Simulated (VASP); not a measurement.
# Ru: relaxation of cell and atoms with PBE

The system is Ru.

```
Ru
1.0
     0.00000    0.00000   -4.29677
     5.43999    0.00000    0.00000
    -2.72000   -4.71117    0.00000
Ru
8
Cartesian
  4.0800 -0.7852 -3.2226
  1.3600 -0.7852 -3.2226
  2.7200 -3.1408 -3.2226
  0.0000 -3.1408 -3.2226
  0.0000 -1.5704 -1.0742
  2.7200 -1.5704 -1.0742
  -1.3600 -3.9260 -1.0742
  1.3600 -3.9260 -1.0742
```

```yaml
Program: VASP 6.6.1
Task: relaxation of cell and atoms
Functional: PBE
Potentials_or_basis: VASP PAW PBE potentials, release 64 (Ru_pv)
Cutoff: 600 eV
k_mesh: 8 × 6 × 6
Occupations: gaussian, width 0.1 eV
Spin: no spin polarisation
Dipole_correction: no
Further_INCAR_settings: ALGO = Fast; EDIFF = 1e-06; IBRION = 2; EDIFFG = -0.02; NSW = 80; ISIF = 3
```

- Relaxed volume: 13.76 Å³/atom
- Relaxed cell: a = 4.296 Å, b = 5.439 Å, c = 5.439 Å, α = 120.00°, β = 90.00°, γ = 90.00°
- Space group after relaxing (to 0.1 Å): P6_3/mmc (No. 194)
- Energy gained by relaxing: 0.0 meV/atom
- Ionic steps: 3
- Pressure after relaxing: 0.0 GPa
- Band gap on the k mesh: zero (bands 56 and 57 overlap by 1.60 eV)

Final structure:
```
CELL_PARAMETERS angstrom
0.00000 0.00000 -4.29550
5.43883 0.00000 0.00000
-2.71941 -4.71016 0.00000
ATOMIC_POSITIONS crystal
Ru 0.75000 0.83333 0.16667
Ru 0.75000 0.33333 0.16667
Ru 0.75000 0.83333 0.66667
Ru 0.75000 0.33333 0.66667
Ru 0.25000 0.16667 0.33333
Ru 0.25000 0.66667 0.33333
Ru 0.25000 0.16667 0.83333
Ru 0.25000 0.66667 0.83333
```

Levels at points of the mesh, in eV from the Fermi level:
| k point | band 51 | band 52 | band 53 | band 54 | band 55 | band 56 | band 57 | band 58 | band 59 | band 60 |
| --- | --- | --- | --- | --- | --- | --- | --- | --- | --- | --- |
| (0.00, 0.00, 0.00) | -1.51 | -1.51 | -1.40 | -1.40 | 1.13 | 1.13 | 1.27 | 1.35 | 1.35 | 1.35 |
| (0.50, 0.00, 0.00) | 0.41 | 0.41 | 0.41 | 0.41 | 0.41 | 0.41 | 0.50 | 0.50 | 0.50 | 0.50 |
| (0.00, 0.50, 0.00) | -1.52 | -1.52 | -0.89 | -0.89 | -0.64 | -0.64 | -0.37 | -0.37 | 0.06 | 0.06 |
| (0.50, 0.50, 0.00) | -1.59 | -1.59 | -1.39 | -1.39 | -1.39 | -1.39 | 0.49 | 0.49 | 0.49 | 0.49 |

Wall time 5.8 min on 1 thread of Intel(R) Xeon(R) 6975P-C (Granite Rapids), with other jobs on the host, peak memory 0.41 GiB.
